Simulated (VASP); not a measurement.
# CsC (P6_3/mmc) in VASP: single point with PBE

Aim: the single point of CsC with PBE.

Everything below comes from runs of VASP 6.6.1. Logs are shortened: lines on timing, memory, paths and dates and some standing lists are left out, and cuts for length are marked.

### Step 1. The cell of the first run

Symmetry: P6_3/mmc, No. 194, hexagonal system. The conventional cell has a = 5.622 Å, b = 5.622 Å, c = 8.986 Å, α = 90.00°, β = 90.00°, γ = 120.00°. Within 4.4 Å of Cs (site symmetry -6m2) lie 8 C at 3.31 to 3.86 Å and 6 Cs at 3.95 Å. Cs (site symmetry -3m) has 12 C at 3.62 to 4.34 Å and 8 Cs at 3.95 to 4.49 Å within 4.8 Å. Within 1.7 Å of C (site symmetry 3m) lie 1 C at 1.27 Å.

### Step 2. Single point, PBE

INCAR

```
ALGO = Normal ; EDIFF = 1E-6
ENCUT = 910 ; GGA = PE
GGA_COMPAT = F ; ISIF = 2
ISMEAR = 0 ; LASPH = T
LCHARG = F ; LREAL = F
LWAVE = F ; NBANDS = 36
NELM = 120 ; PREC = Accurate
SIGMA = 0.02
```

KPOINTS

```
k-points
0
Gamma
  6 6 4
```

POSCAR

```
CsC
1.0
    5.6224483194      0.0000000000      0.0000000000
   -2.8112241597      4.8691830761      0.0000000000
    0.0000000000      0.0000000000      8.9862337972
Cs C
4 4
Direct
    0.6666666667      0.3333333333      0.7500000000
    0.0000000000      0.0000000000      0.0000000000
    0.3333333333      0.6666666667      0.2500000000
    0.0000000000      0.0000000000      0.5000000000
    0.3333333333      0.6666666667      0.8206925447
    0.6666666667      0.3333333333      0.1793074553
    0.6666666667      0.3333333333      0.3206925447
    0.3333333333      0.6666666667      0.6793074553
```

Potentials or basis: VASP PAW PBE potentials, release 64 (Cs_sv, C_h).

Run with:

```bash
> cat potpaw_PBE.64/Cs_sv/POTCAR potpaw_PBE.64/C_h/POTCAR > POTCAR
> mpirun -np 1 vasp_std > vasp.out
```

OUTCAR:

```text
EDIFF = 1E-6
   ENCUT = 910
   GGA = PE
   ISIF = 2
   ISMEAR = 0
   LASPH = T
   LREAL = F
   NELM = 120
   PREC = Accurate

 ion  position               nearest neighbor table
   1  0.667  0.333  0.750-
   2  0.000  0.000  0.000-
   3  0.333  0.667  0.250-
   4  0.000  0.000  0.500-
   5  0.333  0.667  0.821-   8 1.27
   6  0.667  0.333  0.179-   7 1.27
   7  0.667  0.333  0.321-   6 1.27
   8  0.333  0.667  0.679-   5 1.27

  LATTYP: Found a hexagonal cell.
 ALAT       =     5.6224483194
 C/A-ratio  =     1.5982777051

  Lattice vectors:

 A1 = (   5.6224483194,   0.0000000000,   0.0000000000)
 A2 = (  -2.8112241597,   4.8691830761,   0.0000000000)
 A3 = (   0.0000000000,   0.0000000000,   8.9862337972)

Analysis of symmetry for initial positions (statically):
=====================================================================
 Subroutine PRICEL returns:
 Original cell was already a primitive cell.

 Routine SETGRP: Setting up the symmetry group for a
 hexagonal supercell.

 Subroutine GETGRP returns: Found 24 space group operations
 (whereof 12 operations were pure point group operations)
 out of a pool of 24 trial point group operations.

The static configuration has the point symmetry D_3d.
 The point group associated with its full space group is D_6h.

Analysis of symmetry for dynamics (positions and initial velocities):
=====================================================================
 Subroutine PRICEL returns:
 Original cell was already a primitive cell.

 Routine SETGRP: Setting up the symmetry group for a
 hexagonal supercell.

 Subroutine GETGRP returns: Found 24 space group operations
 (whereof 12 operations were pure point group operations)
 out of a pool of 24 trial point group operations.

The dynamic configuration has the point symmetry D_3d.
 The point group associated with its full space group is D_6h.

 Subroutine INISYM returns: Found 24 space group operations
 (whereof 12 operations are pure point group operations),
 and found     1 'primitive' translations

----------------------------------------------------------------------------------------

                                     Primitive cell

  volume of cell :     246.0137

  direct lattice vectors                    reciprocal lattice vectors
     5.622448319  0.000000000  0.000000000     0.177858460  0.102686630  0.000000000
    -2.811224160  4.869183076  0.000000000     0.000000000  0.205373260  0.000000000
     0.000000000  0.000000000  8.986233797     0.000000000  0.000000000  0.111281325

  length of vectors
     5.622448319  5.622448319  8.986233797     0.205373260  0.205373260  0.111281325

  position of ions in fractional coordinates (direct lattice)
     0.666666667  0.333333333  0.750000000
     0.000000000  0.000000000  0.000000000
     0.333333333  0.666666667  0.250000000
     0.000000000  0.000000000  0.500000000
     0.333333333  0.666666667  0.820692545
     0.666666667  0.333333333  0.179307455
     0.666666667  0.333333333  0.320692545
     0.333333333  0.666666667  0.679307455

  ion indices of the primitive-cell ions
   primitive index   ion index
                 1           1
                 2           2
                 3           3
                 4           4
                 5           5
                 6           6
                 7           7
                 8           8

----------------------------------------------------------------------------------------

 KPOINTS: k-points

Automatic generation of k-mesh.
 Grid dimensions read from file:
 generate k-points for:    6    6    4

 Generating k-lattice:

  Cartesian coordinates                     Fractional coordinates (reciprocal lattice)
     0.029643077  0.017114438  0.000000000     0.166666667  0.000000000  0.000000000
     0.000000000  0.034228877  0.000000000     0.000000000  0.166666667  0.000000000
     0.000000000  0.000000000  0.027820331     0.000000000  0.000000000  0.250000000

  Length of vectors
     0.034228877  0.034228877  0.027820331

  Shift w.r.t. Gamma in fractional coordinates (k-lattice)
     0.000000000  0.000000000  0.000000000

 Subroutine IBZKPT returns following result:
 ===========================================

 Found     21 irreducible k-points:

 Following reciprocal coordinates:
            Coordinates               Weight
  0.000000  0.000000  0.000000      1.000000
  0.166667 -0.000000  0.000000      6.000000
  0.333333 -0.000000  0.000000      6.000000
  0.500000 -0.000000  0.000000      3.000000
  0.166667  0.166667  0.000000      6.000000
  0.333333  0.166667  0.000000     12.000000
[... 13 lines left out ...]
  0.333333  0.166667  0.500000     12.000000
  0.333333  0.333333  0.500000      2.000000
   k-points           NKPTS =     21   k-points in BZ     NKDIM =     21   number of bands    NBANDS=     36
   number of dos      NEDOS =    301   number of ions     NIONS =      8
   total plane-waves  NPLWV = 282240
   dimension x,y,z NGX =    56 NGY =   56 NGZ =   90
   dimension x,y,z NGXF=   112 NGYF=  112 NGZF=  180
   ions per type =               4   4
   NGX,Y,Z   is equivalent  to a cutoff of  16.56, 16.56, 16.65 a.u.
   NGXF,Y,Z  is equivalent  to a cutoff of  33.12, 33.12, 33.30 a.u.
 SYSTEM =  unknown system
   PREC   = accura    normal or accurate (medium, high low for compatibility)
   ISTART =      0    job   : 0-new  1-cont  2-samecut
   ICHARG =      2    charge: 1-file 2-atom 10-const
   ISPIN  =      1    spin polarized calculation?
   LNONCOLLINEAR =      F non collinear calculations
   LSORBIT =      F    spin-orbit coupling
   LASPH  =      T    aspherical Exc in radial PAW
   ENCUT  =  910.0 eV  66.88 Ry    8.18 a.u.  13.83 13.83 22.10*2*pi/ulx,y,z
   NELM   =    120;   NELMIN=  2; NELMDL= -5     # of ELM steps
   EDIFF  = 0.1E-05   stopping-criterion for ELM
   LREAL  =      F    real-space projection
[... 7 lines left out ...]
   TEBEG  =    0.0;   TEEND  =   0.0 temperature during run
   PSTRESS=    0.0 pullay stress
   NELECT =      52.0000    total number of electrons
   NUPDOWN=      -1.0000    fix difference up-down
   EMIN   =  10.00;   EMAX   =-10.00  energy-range for DOS
   EFERMI =   0.00;   METHOD = LEGACY
   ISMEAR =     0;   SIGMA  =   0.02  broadening in eV -4-tet -1-fermi 0-gaus
   EFERMI_NEDOS =   21; number of points for ismear=-14 and -15
   IALGO  =     38    algorithm
   IMIX   =      4    mixing-type and parameters
     AMIX     =   0.40;   BMIX     =  1.00
     AMIX_MAG =   1.60;   BMIX_MAG =  1.00
  volume/ion in A,a.u.               =      30.75       207.52
  Fermi-wavevector in a.u.,A,eV,Ry     =   0.975191  1.842843 12.939096  0.950997
  Thomas-Fermi vector in A             =   2.105710
   LORBIT       =      0    0 simple, 1 ext, 2 COOP (PROOUT), +10 PAW based schemes
   GGA     = PE    functional components
   LHFCALC =     F    Hartree Fock is set to
   AEXX    =    0.0000 exact exchange contribution
   IVDW    =     0    specifies the selected vdW correction
   LEPSILON=     F    determine dielectric tensor
   LRPA    =     F    only Hartree local field effects (RPA)
 non-spin polarized calculation
 Gauss-broadening in eV      SIGMA  =   0.02
  energy-cutoff  :      910.00
  volume of cell :      246.01
 maximum number of plane-waves:     15374
 NGX is ok and might be reduce to    56
   NGX = 27   NGY = 27   NGZ = 45

 number of electron      52.0000000 magnetization

 Free energy of the ion-electron system (eV)
  ---------------------------------------------------
  ext. energy  EPLUGINS =         0.00000000
  ---------------------------------------------------
  free energy    TOTEN  =       -37.40818595 eV

  energy without entropy =      -37.40818595  energy(sigma->0) =      -37.40818595

 E-fermi :   1.2286     XC(G=0):  -8.1356

 val. band max:        1.0938443569   @ k =   0.0000   0.0000   0.0000
 cond. band min:       3.4955818013   @ k =   0.0000   0.0000   0.0000
 fundamental gap:      2.4017374445
 Fermi energy:         1.2286207074

 k-point     1 :       0.0000    0.0000    0.0000
  band No.  band energies     occupation
      1     -20.7713      2.00000
      2     -20.7093      2.00000
      3     -20.0811      2.00000
      4     -20.0455      2.00000
      5     -10.6533      2.00000
      6     -10.6351      2.00000
[... 28 lines left out ...]
     35       6.5331      0.00000
     36       6.5333      0.00000

 k-point     2 :       0.1667   -0.0000    0.0000
  band No.  band energies     occupation
      1     -20.7632      2.00000
      2     -20.7083      2.00000
      3     -20.0796      2.00000
      4     -20.0526      2.00000
      5     -10.6778      2.00000
      6     -10.6641      2.00000
[... 28 lines left out ...]
     35       6.3028      0.00000
     36       6.6327      0.00000

 k-point     3 :       0.3333   -0.0000    0.0000
  band No.  band energies     occupation
      1     -20.7465      2.00000
      2     -20.7064      2.00000
      3     -20.0775      2.00000
      4     -20.0666      2.00000
      5     -10.7341      2.00000
      6     -10.7141      2.00000
[... 28 lines left out ...]
     35       6.2873      0.00000
     36       6.5015      0.00000
[... 625 lines left out ...]
 k-point    20 :       0.3333    0.1667    0.5000
  band No.  band energies     occupation
      1     -20.7218      2.00000
      2     -20.7218      2.00000
      3     -20.0751      2.00000
      4     -20.0751      2.00000
      5     -10.7523      2.00000
      6     -10.7523      2.00000
[... 28 lines left out ...]
     35       6.3315      0.00000
     36       6.3315      0.00000

 k-point    21 :       0.3333    0.3333    0.5000
  band No.  band energies     occupation
      1     -20.7194      2.00000
      2     -20.7194      2.00000
      3     -20.0767      2.00000
      4     -20.0767      2.00000
      5     -10.7664      2.00000
      6     -10.7664      2.00000
[... 28 lines left out ...]
     35       6.5118      0.00000
     36       6.5120      0.00000

------------------------ aborting loop because EDIFF is reached ----------------------------------------

  FORCE on cell =-STRESS in cart. coord.  units (eV):
  Direction    XX          YY          ZZ          XY          YZ          ZX
  --------------------------------------------------------------------------------------
  -------------------------------------------------------------------------------------
  Total        0.1232221      0.1232221     -0.0206454      0.0000000      0.0000000      0.0000000
  in kB        0.8024904      0.8024904     -0.1344545      0.0000000      0.0000000      0.0000000
  external PRESSURE =       0.4901755 kB  Pullay stress =       0.0000000 kB

 VOLUME and BASIS-vectors are now :
 -----------------------------------------------------------------------------
  energy-cutoff  :      910.00
  volume of cell :      246.01
      direct lattice vectors                 reciprocal lattice vectors
     5.622448319  0.000000000  0.000000000     0.177858460  0.102686630  0.000000000
    -2.811224160  4.869183076  0.000000000     0.000000000  0.205373260  0.000000000
     0.000000000  0.000000000  8.986233797     0.000000000  0.000000000  0.111281325

 POSITION                                       TOTAL-FORCE (eV/Angst)
 -----------------------------------------------------------------------------------
      2.81122      1.62306      6.73968        -0.000000      0.000000      0.000000
      0.00000      0.00000      0.00000         0.000000      0.000000      0.000000
     -0.00000      3.24612      2.24656         0.000000     -0.000000      0.000000
      0.00000      0.00000      4.49312         0.000000      0.000000      0.000000
     -0.00000      3.24612      7.37494         0.000000     -0.000000     -0.007615
      2.81122      1.62306      1.61130        -0.000000      0.000000      0.007615
      2.81122      1.62306      2.88182        -0.000000      0.000000     -0.007615
     -0.00000      3.24612      6.10442         0.000000      0.000000      0.007615
 -----------------------------------------------------------------------------------
    total drift:                                0.000000     -0.000000      0.000000

  FREE ENERGIE OF THE ION-ELECTRON SYSTEM (eV)
  ---------------------------------------------------
  free  energy   TOTEN  =       -37.4081859500 eV

  energy  without entropy=      -37.4081859500  energy(sigma->0) =      -37.40818595
```

Run time: 11 min. Hardware: 1 thread of AMD EPYC 7R43 (Zen 3), shared host; peak memory 0.71 GiB.

What came out:

| Property | Result |
| --- | --- |
| Free energy | -37.4082 eV |
| Pressure | 0.0 GPa |
| Largest force | 0.008 eV/Å |
| Band gap on the k mesh | 2.40 eV |

Forces on the atoms (eV/Å):
```
Cs   0.000  0.000  0.000
Cs   0.000  0.000  0.000
Cs   0.000  0.000  0.000
Cs   0.000  0.000  0.000
C    0.000  0.000 -0.008
C    0.000  0.000  0.008
C    0.000  0.000 -0.008
C    0.000  0.000  0.008
```

Stress tensor (GPa, compression positive):
```
 0.08  0.00  0.00
 0.00  0.08  0.00
 0.00  0.00 -0.01
```

Caveat: spin-orbit coupling is left out, which moves the levels of the heavy elements.
